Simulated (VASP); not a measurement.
A run of VASP 6.6.1 is set up as follows.

File POSCAR:

```
TlCl
1.0
    3.8388256226      0.0000000000      0.0000000000
    0.0000000000      3.8388256226      0.0000000000
    0.0000000000      0.0000000000      3.8388256226
Tl Cl
1 1
Direct
    0.0000000000      0.0000000000      0.0000000000
    0.5000000000      0.5000000000      0.5000000000
```

File INCAR.step1:

```
SYSTEM = TlCl
PREC = Accurate
ENCUT = 400
EDIFF = 1E-5
ISMEAR = 0
SIGMA = 0.01
LREAL = .False.
LASPH = .True.
NELM = 120
ALGO = Normal
ISIF = 2
LWAVE = .True.
GGA = PE
NBANDS = 17
GGA_COMPAT = .False.
```

INCAR.step2

```
SYSTEM = TlCl
PREC = Accurate
ENCUT = 400
EDIFF = 1E-6
ISMEAR = 0
SIGMA = 0.01
LREAL = .False.
LASPH = .True.
NELM = 120
ALGO = Normal
ISIF = 2
LWAVE = .False.
LCHARG = .True.
GGA = PE
LHFCALC = .True.
HFSCREEN = 0.2079
PRECFOCK = Normal
LELF = .True.
LVHAR = .True.
ISTART = 1
NBANDS = 17
GGA_COMPAT = .False.
```

Contents of KPOINTS:

```
Automatic mesh
0
Gamma
  4 4 4
  0 0 0
```

Potentials or basis: VASP PAW PBE potentials, release 64 (Tl_d, Cl).

Run with:

```console
$ cat potpaw_PBE.64/Tl_d/POTCAR potpaw_PBE.64/Cl/POTCAR > POTCAR
$ cp INCAR.step1 INCAR
$ mpirun -np 1 vasp_std > vasp.out
$ cp INCAR.step2 INCAR
$ mpirun -np 1 vasp_std > vasp.out
```

(1) Estimate the pressure.

(2) Predict the band gap on the k mesh.

Answers

(1) 0.8 GPa.

(2) 2.85 eV.

Caveat: the PAW data sets were made with another functional, which shifts forces and pressure a little; spin-orbit coupling is left out, which moves the levels of the heavy elements.
